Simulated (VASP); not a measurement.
Hf:

```xyz
1
Lattice="0.0000 2.2367 2.2367 2.2367 0.0000 2.2367 2.2367 2.2367 0.0000" Properties=species:S:1:pos:R:3 pbc="T T T"
Hf    0.0000    0.0000    0.0000
```

* Program: VASP 6.6.1
* Task: relaxation of cell and atoms
* Functional: BLYP
* Potentials or basis: VASP PAW PBE potentials, release 64 (Hf_pv)
* Cutoff: 600 eV
* k mesh: 12 × 12 × 12
* Occupations: fermi-dirac, width 0.1 eV
* Spin: no spin polarisation

At the start: pressure 3.5 GPa; volume 22.38 Å³/atom.

Problem. How do energy, volume and symmetry change on relaxing?

Solution. Over 3 steps the energy falls by 8.4 meV/atom and the volume is 23.17 Å³/atom (+3.5 %); space group Fm-3m (No. 225, to 0.05 Å).

Step by step:
```
step  energy change (eV)  largest force (eV/Å)  pressure (GPa)  volume (Å³)
   1              0.0000                0.0000            3.53        22.38
   2              0.0006                0.0000           -3.28        24.01
   3             -0.0084                0.0000           -0.01        23.17
```

Final structure:
```xyz
1
Lattice="0.0000 2.2626 2.2626 2.2626 0.0000 2.2626 2.2626 2.2626 0.0000" Properties=species:S:1:pos:R:3 pbc="T T T"
Hf    0.0000    0.0000    0.0000
```

Caveat: the PAW data sets were made with another functional, which shifts forces and pressure a little.
